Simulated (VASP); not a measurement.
Wanted: the native input for a VASP 6.6.1 run.

* Task: single point
* Functional: PBEsol
* Potentials or basis: VASP PAW PBE potentials, release 64 (Ta_pv)
* Cutoff: 520 eV
* k mesh: 11 × 11 × 5
* Occupations: fermi-dirac, width 0.05 eV
* Spin: no spin polarisation
* Dipole correction: no
* Further INCAR settings: ALGO = Fast; EDIFF = 1e-07; NBANDS = 18

The structure of Ta lies in POSCAR:

```
Ta
1.0
    2.8809059017      0.0000000000      0.0000000000
   -1.4404529508      2.4949376968      0.0000000000
    0.0000000000      0.0000000000      5.1315999754
Ta
2
Direct
    0.3333333333      0.6666666667      0.2500000000
    0.6666666667      0.3333333333      0.7500000000
```

This cell differs from its parent crystal: volume scaled by 0.98.

One way to write it, as run:

INCAR

```
PREC     = Accurate       # precision mode
ENCUT    = 520            # plane-wave cutoff, eV
EDIFF    = 1E-7           # SCF threshold, eV
ISMEAR   = -1             # smearing method
SIGMA    = 0.05           # smearing width, eV
LREAL    = False          # projectors in reciprocal space
LASPH    = True           # aspherical terms in the spheres
NELM     = 100            # most SCF steps
ALGO     = Fast           # electronic algorithm
ISIF     = 2              # what is computed and relaxed
LWAVE    = False          # write WAVECAR
LCHARG   = True           # write CHGCAR
GGA      = PS             # functional
LELF     = True           # ELF
LVHAR    = True         
NBANDS   = 18             # bands
```

KPOINTS

```
Automatic mesh
0
Gamma
  11 11 5
```

Potentials or basis: VASP PAW PBE potentials, release 64 (Ta_pv).

Command:

```bash
$ cat potpaw_PBE.64/Ta_pv/POTCAR > POTCAR
$ mpirun -np 1 vasp_std > vasp.out
```

It gave:

```
Pressure               : -3.5 GPa
Band gap on the k mesh : zero (band 11 reaches 6.53 eV, above the bottom of band 12 at 5.01 eV)
```

Caveat: the PAW data sets were made with another functional, which shifts forces and pressure a little; spin-orbit coupling is left out, which moves the levels of the heavy elements.

Wall time 20 s on 1 thread of Intel(R) Xeon(R) 6975P-C (Granite Rapids), with other jobs on the host, peak memory 0.16 GiB.
